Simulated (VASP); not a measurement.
Wanted: the native input for a VASP 6.6.1 run.

- Task: single point
- Functional: r2SCAN
- Potentials or basis: VASP PAW PBE potentials, release 64 (Hg, Te)
- Cutoff: 520 eV
- k mesh: 9 × 9 × 9
- Occupations: fermi-dirac, width 0.1 eV
- Spin: no spin polarisation
- Dipole correction: no
- Further INCAR settings: ALGO = Normal; EDIFF = 1e-07; NBANDS = 16

The system is HgTe (Coloradoite).

```
Hg Te
1.0
     0.00000    3.28604    3.28604
     3.28604    0.00000    3.28604
     3.28604    3.28604    0.00000
Hg Te
1 1
Direct
  0.00000 0.00000 0.00000
  0.25000 0.25000 0.25000
```

One way to write it, as run:

POSCAR

```
HgTe
1.0
    0.0000000000      3.2860426000      3.2860426000
    3.2860426000      0.0000000000      3.2860426000
    3.2860426000      3.2860426000      0.0000000000
Hg Te
1 1
Direct
    0.0000000000      0.0000000000      0.0000000000
    0.2500000000      0.2500000000      0.2500000000
```

INCAR.step1

```
SYSTEM = HgTe
PREC = Accurate
ENCUT = 520
ISMEAR = -1
SIGMA = 0.1
LREAL = .False.
LASPH = .True.
NELM = 60
NBANDS = 16
GGA = PE
ALGO = Normal
EDIFF = 1E-4
LWAVE = .True.
LCHARG = .False.
```

INCAR.step2

```
SYSTEM = HgTe
PREC = Accurate
ENCUT = 520
EDIFF = 1E-7
ISMEAR = -1
SIGMA = 0.1
LREAL = .False.
LASPH = .True.
NELM = 60
ALGO = Normal
ISIF = 2
LWAVE = .False.
LCHARG = .False.
METAGGA = R2SCAN
LMIXTAU = .True.
NBANDS = 16
ISTART = 1
```

KPOINTS

```
Automatic mesh
0
Gamma
  9 9 9
  0 0 0
```

Potentials or basis: VASP PAW PBE potentials, release 64 (Hg, Te).

Command:

```bash
$ cat potpaw_PBE.64/Hg/POTCAR potpaw_PBE.64/Te/POTCAR > POTCAR
$ cp INCAR.step1 INCAR
$ mpirun -np 1 vasp_std > vasp.out
$ cp INCAR.step2 INCAR
$ mpirun -np 1 vasp_std > vasp.out
```

It gave:

| Quantity | Value |
| --- | --- |
| Pressure | 0.1 GPa |
| Band gap on the k mesh | zero (filled and empty bands touch) |

Caveat: the PAW data sets were made with another functional, which shifts forces and pressure a little; spin-orbit coupling is left out, which moves the levels of the heavy elements.

It took 71 s on 1 thread of Intel(R) Xeon(R) 6975P-C (Granite Rapids), with other jobs on the host, peak memory 0.24 GiB.
